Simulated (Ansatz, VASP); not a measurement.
C: VASP beside Ansatz

File POSCAR:

```
C
1.0
    2.4558907252      0.0000000000      0.0000000000
   -1.2279453626      2.1268637570      0.0000000000
    0.0000000000      0.0000000000      7.3317770067
C
4
Direct
    0.0000000000      0.0000000000      0.0025000000
    0.0000000000      0.0000000000      0.5025000000
    0.3333333333      0.6666666667      0.0025000000
    0.6666666667      0.3333333333      0.5025000000
```

Contents of INCAR.step1:

```
SYSTEM = C
PREC = Accurate ; ENCUT = 520
ISMEAR = 0 ; SIGMA = 0.15
LREAL = .False. ; LASPH = .True.
NELM = 60 ; NBANDS = 16
GGA = PE ; ALGO = Normal
EDIFF = 1E-4 ; LWAVE = .True.
LCHARG = .False.
```

The input INCAR.step2:

```
SYSTEM = C
PREC = Accurate ; ENCUT = 520
EDIFF = 1E-6 ; ISMEAR = 0
SIGMA = 0.15 ; LREAL = .False.
LASPH = .True. ; NELM = 60
ALGO = Normal ; ISIF = 2
LWAVE = .False. ; LCHARG = .False.
METAGGA = R2SCAN ; LMIXTAU = .True.
NBANDS = 16 ; ISTART = 1
```

Contents of KPOINTS:

```
Automatic mesh
0
Gamma
  24 24 8
  0 0 0
```

Input for Ansatz:

```yaml
crystal:
  lattice:
    - [2.4558907252, 0.0, 0.0]
    - [-1.2279453626, 2.126863757, 0.0]
    - [0.0, 0.0, 7.3317770067]
  atoms:
    - { symbol: C, position: [0.0, 0.0, 0.0025] }
    - { symbol: C, position: [0.0, 0.0, 0.5025] }
    - { symbol: C, position: [0.3333333333, 0.6666666667, 0.0025] }
    - { symbol: C, position: [0.6666666667, 0.3333333333, 0.5025] }
basis:
  ecutwfc: 500
kpoints:
  mp_grid: { grid: [24, 24, 8] }
hamiltonian:
  xc: r2scan
scf:
  occupations: { method: gaussian, width: 0.15 }
output:
  forces: true
  stress: true
  eigenvalues: true
```

Change from the starting cell: strain +0.0400 x Voigt [0, 0, 1, 0, 0, 0], atoms carried along.

Alike in both runs: task single point; functional r2SCAN; k mesh 24 × 24 × 8; occupations gaussian, width 0.15 eV; no spin polarisation.

|  | VASP | Ansatz |
| --- | --- | --- |
| version | VASP 6.6.1 | Ansatz 0.2.0 |
| potentials or method | VASP PAW PBE potentials, release 64 (C), cutoff 520 eV | scalar-relativistic, plane waves, PAW |
| valence electrons in the cell | 16 | 16 |

```csv
,VASP,Ansatz,Ansatz less VASP
gap on the k mesh at the Fermi level (eV),none,none,-
pressure (GPa),0.5,-0.2,-0.61
"traceless stress, the component that is largest in VASP (GPa)",-1.17,-0.45,+0.721
```

VASP's potentials were made for PBE, not for r2SCAN. A gap of «none» marks a metal or a gap that the smearing closes. The functional is the same, so the differences come from potentials, cutoffs and numerics.
